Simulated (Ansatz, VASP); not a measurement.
## GaSb: VASP beside Ansatz

```
Sb Ga
1.0
     4.32129    0.00000    0.00000
    -2.16065    3.74235    0.00000
     0.00000    0.00000   26.46704
Sb Ga
4 4
Direct
  0.00000 0.00000 0.28337
  0.33333 0.66667 0.41668
  0.66667 0.33333 0.54999
  0.00000 0.00000 0.68330
  0.33333 0.66667 0.31670
  0.66667 0.33333 0.45001
  0.00000 0.00000 0.58332
  0.33333 0.66667 0.71663
```

Alike in both runs: task single point; functional PBEsol; k mesh 9 × 9 × 1; occupations gaussian, width 0.1 eV; no spin polarisation.

|  | VASP | Ansatz |
| --- | --- | --- |
| version | VASP 6.6.1 | Ansatz 0.2.0 |
| potentials or method | VASP PAW PBE potentials, release 64 (Sb, Ga_d), cutoff 520 eV | scalar-relativistic, plane waves, PAW |
| valence electrons in the cell | 72 | 112 |

```tsv
	VASP	Ansatz	Ansatz less VASP
gap on the k mesh at the Fermi level (eV)	none	none	-
rms of the force components (eV/Å)	0.146	0.148	+0.0016
```

VASP's potentials were made for PBE, not for PBEsol. A gap of «none» marks a metal or a gap that the smearing closes. VASP's potentials hold 72 valence electrons a cell and Ansatz's 112, so a difference there can come from the potentials and not from the codes. Ansatz's warnings: xc potential rough in thin density.

Neither program's run includes spin-orbit coupling.
